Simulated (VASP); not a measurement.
Write the native input for VASP 6.6.1 that does the following.

* Task: relaxation of cell and atoms
* Functional: PBE
* Dispersion: D3(BJ)
* Potentials or basis: VASP PAW PBE potentials, release 64 (Al, Ni)
* Cutoff: 600 eV
* k mesh: 14 × 14 × 14
* Occupations: gaussian, width 0.1 eV
* Spin: no spin polarisation
* Dipole correction: no
* Further INCAR settings: ALGO = Normal; EDIFF = 1e-06; IBRION = 2; EDIFFG = -0.005; NSW = 100; ISIF = 3

The structure of AlNi lies in POSCAR:

```
AlNi
1.0
    2.8810000000      0.0000000000      0.0000000000
    0.0000000000      2.8810000000      0.0000000000
    0.0000000000      0.0000000000      2.8810000000
Al Ni
1 1
Direct
    0.0000000000      0.0000000000      0.0000000000
    0.5000000000      0.5000000000      0.5000000000
```

One way to write it, as run:

INCAR

```
ALGO     = Normal         # electronic algorithm
EDIFF    = 1E-6           # SCF threshold, eV
EDIFFG   = -0.005         # ionic threshold
ENCUT    = 600            # plane-wave cutoff, eV
GGA      = PE             # functional
IBRION   = 2              # ionic algorithm
ISIF     = 3              # what is computed and relaxed
ISMEAR   = 0              # smearing method
IVDW     = 12             # dispersion correction
LASPH    = True           # aspherical terms in the spheres
LCHARG   = False          # write CHGCAR
LREAL    = False          # projectors in reciprocal space
LWAVE    = False          # write WAVECAR
NELM     = 60             # most SCF steps
NSW      = 100            # ionic steps
PREC     = Accurate       # precision mode
SIGMA    = 0.1            # smearing width, eV
```

KPOINTS

```
k-points
0
Gamma
  14 14 14
```

Potentials or basis: VASP PAW PBE potentials, release 64 (Al, Ni).

Run with:

```bash
$ cat potpaw_PBE.64/Al/POTCAR potpaw_PBE.64/Ni/POTCAR > POTCAR
$ mpirun -np 1 vasp_std > vasp.out
```

Results of the run:

```json
{
 "Relaxed volume": "11.66 Å³/atom",
 "Relaxed cell": "a = 2.857 Å, b = 2.857 Å, c = 2.857 Å, α = 90.00°, β = 90.00°, γ = 90.00°",
 "Space group after relaxing (to 0.05 Å)": "Pm-3m (No. 221)",
 "Energy gained by relaxing": "3.9 meV/atom",
 "Ionic steps": "3",
 "Pressure after relaxing": "0.0 GPa",
 "Dispersion energy per atom": "-0.455 eV"
}
```

Caveat: pairwise dispersion overbinds metals, which lowers pressure and volume.

Wall time 46 s on 1 thread of Intel(R) Xeon(R) Platinum 8375C CPU @ 2.90GHz (Ice Lake), on a shared host, peak memory 0.18 GiB.
